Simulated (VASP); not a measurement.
# GaAs (F-43m) in VASP: a series of runs

GaAs is run at these levels: r2SCAN, PBEsol-based screened hybrid with 25 % exact exchange; tasks: single point.

Program: VASP 6.6.1. These are calculated values, not measurements. Logs are shortened: lines on timing, memory, paths and dates and some standing lists are left out, and cuts for length are marked.

## Step 1: The cell of the first run

The structure is cubic, space group F-43m (No. 216). Conventional cell: a = 5.538 Å, b = 5.538 Å, c = 5.538 Å, α = 90.00°, β = 90.00°, γ = 90.00°. Within 3.2 Å of As (site symmetry -43m) lie 4 Ga at 2.40 Å. Within 3.2 Å of Ga (site symmetry -43m) lie 4 As at 2.40 Å.

## Step 2: Single point, r2SCAN, non-collinear spin, zero start, spin-orbit coupling

POSCAR reads:

```
GaAs
1.0
    0.0000000000      2.7691429914      2.7691429914
    2.7691429914      0.0000000000      2.7691429914
    2.7691429914      2.7691429914      0.0000000000
As Ga
1 1
Direct
    0.7500000000      0.7500000000      0.7500000000
    0.0000000000      0.0000000000      0.0000000000
```

INCAR.step1 reads:

```
PREC = Accurate ; ENCUT = 520
ISMEAR = -1 ; SIGMA = 0.05
LREAL = False ; LASPH = True
NELM = 150 ; MAGMOM = 0 0 0 0 0 0
LSORBIT = True ; GGA_COMPAT = False
NBANDS = 30 ; GGA = PE
ALGO = Normal ; EDIFF = 1E-4
LWAVE = True ; LCHARG = False
```

INCAR.step2 reads:

```
PREC = Accurate ; ENCUT = 520
EDIFF = 1E-6 ; ISMEAR = -1
SIGMA = 0.05 ; LREAL = False
LASPH = True ; NELM = 150
ALGO = Normal ; ISIF = 2
LWAVE = False ; LCHARG = False
MAGMOM = 0 0 0 0 0 0 ; LORBIT = 11
LSORBIT = True ; GGA_COMPAT = False
LORBMOM = True ; METAGGA = R2SCAN
LMIXTAU = True ; NBANDS = 30
ISTART = 1
```

KPOINTS reads:

```
regular mesh
0
Gamma
  8 8 8
```

Potentials or basis: VASP PAW PBE potentials, release 64 (As, Ga_d).

Run with:

```bash
$ cat potpaw_PBE.64/As/POTCAR potpaw_PBE.64/Ga_d/POTCAR > POTCAR
$ cp INCAR.step1 INCAR
$ mpirun -np 1 vasp_ncl > vasp.out
$ cp INCAR.step2 INCAR
$ mpirun -np 1 vasp_ncl > vasp.out
```

OUTCAR:

```text
PREC = Accurate
   ENCUT = 520
   EDIFF = 1E-6
   ISMEAR = -1
   LREAL = False
   LASPH = True
   NELM = 150
   ISIF = 2
   LORBIT = 11
   LSORBIT = True
   METAGGA = R2SCAN
   ISTART = 1

 ion  position               nearest neighbor table
   1  0.750  0.750  0.750-   2 2.40   2 2.40   2 2.40   2 2.40
   2  0.000  0.000  0.000-   1 2.40   1 2.40   1 2.40   1 2.40

  LATTYP: Found a face centered cubic cell.
 ALAT       =     5.5382859828

  Lattice vectors:

 A1 = (   0.0000000000,   2.7691429914,   2.7691429914)
 A2 = (   2.7691429914,   0.0000000000,   2.7691429914)
 A3 = (   2.7691429914,   2.7691429914,   0.0000000000)

Analysis of symmetry for initial positions (statically):
=====================================================================
 Subroutine PRICEL returns:
 Original cell was already a primitive cell.

 Routine SETGRP: Setting up the symmetry group for a
 face centered cubic supercell.

 Subroutine GETGRP returns: Found 24 space group operations
 (whereof 24 operations were pure point group operations)
 out of a pool of 48 trial point group operations.

The static configuration has the point symmetry T_d .

Analysis of symmetry for dynamics (positions and initial velocities):
=====================================================================
 Subroutine PRICEL returns:
 Original cell was already a primitive cell.

 Routine SETGRP: Setting up the symmetry group for a
 face centered cubic supercell.

 Subroutine GETGRP returns: Found 24 space group operations
 (whereof 24 operations were pure point group operations)
 out of a pool of 48 trial point group operations.

The dynamic configuration has the point symmetry T_d .

Analysis of structural, dynamic, and magnetic symmetry:
=====================================================================
 Subroutine PRICEL returns:
 Original cell was already a primitive cell.

 Routine SETGRP: Setting up the symmetry group for a
 face centered cubic supercell.

 Subroutine GETGRP returns: Found 24 space group operations
 (whereof 24 operations were pure point group operations)
 out of a pool of 48 trial point group operations.

The overall configuration has the point symmetry T_d .

 Subroutine INISYM returns: Found 24 space group operations
 (whereof 24 operations are pure point group operations),
 and found     1 'primitive' translations

----------------------------------------------------------------------------------------

                                     Primitive cell

  volume of cell :      42.4684

  direct lattice vectors                    reciprocal lattice vectors
     0.000000000  2.769142991  2.769142991    -0.180561279  0.180561279  0.180561279
     2.769142991  0.000000000  2.769142991     0.180561279 -0.180561279  0.180561279
     2.769142991  2.769142991  0.000000000     0.180561279  0.180561279 -0.180561279

  length of vectors
     3.916159575  3.916159575  3.916159575     0.312741309  0.312741309  0.312741309

  position of ions in fractional coordinates (direct lattice)
     0.750000000  0.750000000  0.750000000
     0.000000000  0.000000000  0.000000000

  ion indices of the primitive-cell ions
   primitive index   ion index
                 1           1
                 2           2

----------------------------------------------------------------------------------------

 KPOINTS: regular mesh

Automatic generation of k-mesh.
 Grid dimensions read from file:
 generate k-points for:    8    8    8

 Generating k-lattice:

  Cartesian coordinates                     Fractional coordinates (reciprocal lattice)
    -0.022570160  0.022570160  0.022570160     0.125000000  0.000000000  0.000000000
     0.022570160 -0.022570160  0.022570160     0.000000000  0.125000000  0.000000000
     0.022570160  0.022570160 -0.022570160     0.000000000  0.000000000  0.125000000

  Length of vectors
     0.039092664  0.039092664  0.039092664

  Shift w.r.t. Gamma in fractional coordinates (k-lattice)
     0.000000000  0.000000000  0.000000000

 Subroutine IBZKPT returns following result:
 ===========================================

 Found     43 irreducible k-points:

 Following reciprocal coordinates:
            Coordinates               Weight
  0.000000  0.000000  0.000000      1.000000
  0.125000  0.000000  0.000000      4.000000
 -0.125000  0.000000  0.000000      4.000000
  0.250000  0.000000  0.000000      4.000000
 -0.250000  0.000000  0.000000      4.000000
  0.375000  0.000000  0.000000      4.000000
[... 16 lines left out ...]
 -0.375000 -0.250000  0.000000     12.000000
  0.500000  0.250000  0.000000     12.000000
 [... further k-points ...]
[... 28 lines left out ...]
   PSTRESS=    0.0 pullay stress
   NELECT =      18.0000    total number of electrons
   NUPDOWN=      -1.0000    fix difference up-down
   EMIN   =  10.00;   EMAX   =-10.00  energy-range for DOS
   EFERMI =   0.00;   METHOD = LEGACY
   ISMEAR =    -1;   SIGMA  =   0.05  broadening in eV -4-tet -1-fermi 0-gaus
   EFERMI_NEDOS =   21; number of points for ismear=-14 and -15
   IALGO  =     38    algorithm
   IMIX   =      4    mixing-type and parameters
     AMIX     =   0.40;   BMIX     =  1.00
     AMIX_MAG =   1.60;   BMIX_MAG =  1.00
  volume/ion in A,a.u.               =      21.23       143.30
  Fermi-wavevector in a.u.,A,eV,Ry     =   1.229731  2.323856 20.575267  1.512239
  Thomas-Fermi vector in A             =   2.364607
   LORBIT       =     11    0 simple, 1 ext, 2 COOP (PROOUT), +10 PAW based schemes
   METAGGA = R2SCAN    functional components
   LHFCALC =     F    Hartree Fock is set to
   AEXX    =    0.0000 exact exchange contribution
   IVDW    =     0    specifies the selected vdW correction
   LEPSILON=     F    determine dielectric tensor
   LRPA    =     F    only Hartree local field effects (RPA)
  energy-cutoff  :      520.00
  volume of cell :       42.47
 maximum number of plane-waves:      2324
 NGX is ok and might be reduce to    30
   NGX = 15   NGY = 15   NGZ = 15

 number of electron      18.0000010 magnetization       0.0000000     -0.0000000     -0.0000000

 number of electron      18.0000010 magnetization      -0.0000000      0.0000000      0.0000000

 number of electron      18.0000010 magnetization      -0.0000000     -0.0000000     -0.0000000

 Free energy of the ion-electron system (eV)
  ---------------------------------------------------
  ext. energy  EPLUGINS =         0.00000000
  ---------------------------------------------------
  free energy    TOTEN  =       -27.01650766 eV

  energy without entropy =      -27.01650765  energy(sigma->0) =      -27.01650765

 E-fermi :   5.0824     XC(G=0): -10.5561

 val. band max:        4.3966260407   @ k =   0.0000   0.0000   0.0000
 cond. band min:       5.7908275003   @ k =   0.0000   0.0000   0.0000
 fundamental gap:      1.3942014596
 Fermi energy:         5.0824236599

 k-point     1 :       0.0000    0.0000    0.0000
  band No.  band energies     occupation
      1     -11.3087      1.00000
      2     -11.3087      1.00000
      3     -11.3087      1.00000
      4     -11.3087      1.00000
      5     -10.8911      1.00000
      6     -10.8911      1.00000
[... 781 lines left out ...]
     29      17.2791      0.00000
     30      17.2824      0.00000

 [... further k-points ...]

------------------------ aborting loop because EDIFF is reached ----------------------------------------

  FORCE on cell =-STRESS in cart. coord.  units (eV):
  Direction    XX          YY          ZZ          XY          YZ          ZX
  --------------------------------------------------------------------------------------
  -------------------------------------------------------------------------------------
  Total        1.5790950      1.5790950      1.5790950      0.0000000     -0.0000000      0.0000000
  in kB       59.5734420     59.5734420     59.5734420      0.0000000     -0.0000000      0.0000000
  external PRESSURE =      59.5734420 kB  Pullay stress =       0.0000000 kB

 VOLUME and BASIS-vectors are now :
 -----------------------------------------------------------------------------
  energy-cutoff  :      520.00
  volume of cell :       42.47
      direct lattice vectors                 reciprocal lattice vectors
     0.000000000  2.769142991  2.769142991    -0.180561279  0.180561279  0.180561279
     2.769142991  0.000000000  2.769142991     0.180561279 -0.180561279  0.180561279
     2.769142991  2.769142991  0.000000000     0.180561279  0.180561279 -0.180561279

 POSITION                                       TOTAL-FORCE (eV/Angst)
 -----------------------------------------------------------------------------------
      4.15371      4.15371      4.15371        -0.000000      0.000000      0.000000
      0.00000      0.00000      0.00000         0.000000     -0.000000     -0.000000
 -----------------------------------------------------------------------------------
    total drift:                                0.000002      0.000002      0.000003

  FREE ENERGIE OF THE ION-ELECTRON SYSTEM (eV)
  ---------------------------------------------------
  free  energy   TOTEN  =       -27.0165076607 eV

  energy  without entropy=      -27.0165076470  energy(sigma->0) =      -27.01650765

 orbital moment (x)

 # of ion     p       d       tot
 ----------------------------------------
  1         0.000  -0.000   0.000
  2         0.000   0.000   0.000
 ----------------------------------------
            0.000   0.000   0.000

 orbital moment (y)

 # of ion     p       d       tot
 ----------------------------------------
  1        -0.000   0.000  -0.000
  2         0.000   0.000   0.000
 ----------------------------------------
           -0.000   0.000  -0.000

 orbital moment (z)

 # of ion     p       d       tot
 ----------------------------------------
  1         0.000   0.000   0.000
  2        -0.000   0.000  -0.000
 ----------------------------------------
           -0.000   0.000  -0.000

 Spin-Orbit-Coupling matrix elements

 Ion:    1  E_soc:     -0.0224668
 l=   1
     0.0000000    -0.0037361    -0.0037361
    -0.0037361     0.0000000    -0.0037361
    -0.0037361    -0.0037361     0.0000000
 l=   2
     0.0000000    -0.0000041     0.0000000    -0.0000041    -0.0000043
    -0.0000041     0.0000000    -0.0000032    -0.0000041    -0.0000011
     0.0000000    -0.0000032     0.0000000    -0.0000032     0.0000000
    -0.0000041    -0.0000041    -0.0000032     0.0000000    -0.0000011
    -0.0000043    -0.0000011     0.0000000    -0.0000011     0.0000000
 l=   3
     0.0000000     0.0000000     0.0000000     0.0000000     0.0000000     0.0000000     0.0000000
     0.0000000     0.0000000     0.0000000     0.0000000     0.0000000     0.0000000     0.0000000
     0.0000000     0.0000000     0.0000000     0.0000000     0.0000000     0.0000000     0.0000000
     0.0000000     0.0000000     0.0000000     0.0000000     0.0000000     0.0000000     0.0000000
     0.0000000     0.0000000     0.0000000     0.0000000     0.0000000     0.0000000     0.0000000
     0.0000000     0.0000000     0.0000000     0.0000000     0.0000000     0.0000000     0.0000000
     0.0000000     0.0000000     0.0000000     0.0000000     0.0000000     0.0000000     0.0000000

 Ion:    2  E_soc:     -0.0118019
 l=   1
     0.0000000    -0.0011534    -0.0011534
    -0.0011534     0.0000000    -0.0011534
    -0.0011534    -0.0011534     0.0000000
 l=   2
     0.0000000    -0.0001632     0.0000000    -0.0001632    -0.0006503
    -0.0001632     0.0000000    -0.0004877    -0.0001632    -0.0001626
     0.0000000    -0.0004877     0.0000000    -0.0004877     0.0000000
    -0.0001632    -0.0001632    -0.0004877     0.0000000    -0.0001626
    -0.0006503    -0.0001626     0.0000000    -0.0001626     0.0000000
 l=   3
     0.0000000     0.0000000     0.0000000     0.0000000     0.0000000     0.0000000     0.0000000
     0.0000000     0.0000000     0.0000000     0.0000000     0.0000000     0.0000000     0.0000000
     0.0000000     0.0000000     0.0000000     0.0000000     0.0000000     0.0000000     0.0000000
     0.0000000     0.0000000     0.0000000     0.0000000     0.0000000     0.0000000     0.0000000
     0.0000000     0.0000000     0.0000000     0.0000000     0.0000000     0.0000000     0.0000000
     0.0000000     0.0000000     0.0000000     0.0000000     0.0000000     0.0000000     0.0000000
     0.0000000     0.0000000     0.0000000     0.0000000     0.0000000     0.0000000     0.0000000

 total charge

# of ion       s       p       d       tot
------------------------------------------
    1        1.199   1.689   0.037   2.926
    2        0.851   0.861  10.012  11.723
--------------------------------------------------
tot          2.050   2.550  10.049  14.649

 magnetization (x)

# of ion       s       p       d       tot
------------------------------------------
    1       -0.000   0.000  -0.000   0.000
    2        0.000   0.000   0.000   0.000
--------------------------------------------------
tot          0.000   0.000  -0.000   0.000

 magnetization (y)

# of ion       s       p       d       tot
------------------------------------------
    1        0.000   0.000   0.000   0.000
    2       -0.000   0.000   0.000  -0.000
--------------------------------------------------
tot         -0.000   0.000   0.000  -0.000

 magnetization (z)

# of ion       s       p       d       tot
------------------------------------------
    1       -0.000   0.000  -0.000   0.000
    2        0.000   0.000  -0.000   0.000
--------------------------------------------------
tot          0.000   0.000  -0.000   0.000
```

Run time: 14 min. Hardware: 1 thread of Intel Xeon Platinum 8259CL at 2.50GHz (Skylake/Cascade Lake), shared host; peak memory 0.37 GiB.

Results:

- Free energy: -27.0165 eV
- Pressure: 6.0 GPa
- Net moment: 0.00 μB per cell
- Valence electrons inside the program's atomic spheres: As 2.93; Ga 11.72

Moments on the atoms (μB; x, y, z):
```
As  0.00 0.00 0.00
Ga  0.00 0.00 0.00
```

Caveat: the cell stands under pressure; the PAW data sets were made with another functional, which shifts forces and pressure a little.

## Step 3: Single point, r2SCAN, non-collinear spin, zero start, spin-orbit coupling

This run uses another cell than the first one, of 21.69 Å³/atom.

POSCAR reads:

```
GaAs
1.0
    0.0000000000      2.7886446409      2.7886446409
    2.7886446409      0.0000000000      2.7886446409
    2.7886446409      2.7886446409      0.0000000000
As Ga
1 1
Direct
    0.7500000000      0.7500000000      0.7500000000
    0.0000000000      0.0000000000      0.0000000000
```

INCAR.step1 reads:

```
SYSTEM = GaAs
  PREC = Accurate
  ENCUT = 520
  ISMEAR = -1
  SIGMA = 0.05
  LREAL = .FALSE.
  LASPH = .TRUE.
  NELM = 150
  MAGMOM = 0 0 0 0 0 0
  LSORBIT = .TRUE.
  GGA_COMPAT = .FALSE.
  NBANDS = 30
  GGA = PE
  ALGO = Normal
  EDIFF = 1E-4
  LWAVE = .TRUE.
  LCHARG = .FALSE.
```

INCAR.step2 reads:

```
SYSTEM = GaAs
  PREC = Accurate
  ENCUT = 520
  EDIFF = 1E-6
  ISMEAR = -1
  SIGMA = 0.05
  LREAL = .FALSE.
  LASPH = .TRUE.
  NELM = 150
  ALGO = Normal
  ISIF = 2
  LWAVE = .FALSE.
  LCHARG = .FALSE.
  MAGMOM = 0 0 0 0 0 0
  LORBIT = 11
  LSORBIT = .TRUE.
  GGA_COMPAT = .FALSE.
  LORBMOM = .TRUE.
  METAGGA = R2SCAN
  LMIXTAU = .TRUE.
  NBANDS = 30
  ISTART = 1
```

KPOINTS reads:

```
Automatic mesh
0
G
  8 8 8
  0 0 0
```

Potentials or basis: VASP PAW PBE potentials, release 64 (As, Ga_d).

Run with:

```bash
$ cat potpaw_PBE.64/As/POTCAR potpaw_PBE.64/Ga_d/POTCAR > POTCAR
$ cp INCAR.step1 INCAR
$ mpirun -np 1 vasp_ncl > vasp.out
$ cp INCAR.step2 INCAR
$ mpirun -np 1 vasp_ncl > vasp.out
```

It took 15 min on 1 thread of Intel Xeon Platinum 8259CL at 2.50GHz (Skylake/Cascade Lake), shared host; peak memory 0.37 GiB.

Results (log left out):

```
Free energy                                           : -27.0444 eV
Pressure                                              : 4.0 GPa
Net moment                                            : 0.00 μB per cell
Valence electrons inside the program's atomic spheres : As 2.91; Ga 11.70
```

Moments on the atoms (μB; x, y, z):
```
As  0.00 0.00 0.00
Ga  0.00 0.00 0.00
```

Caveat: the cell stands under pressure; the PAW data sets were made with another functional, which shifts forces and pressure a little.

(Part 1 of 2 ends here.)
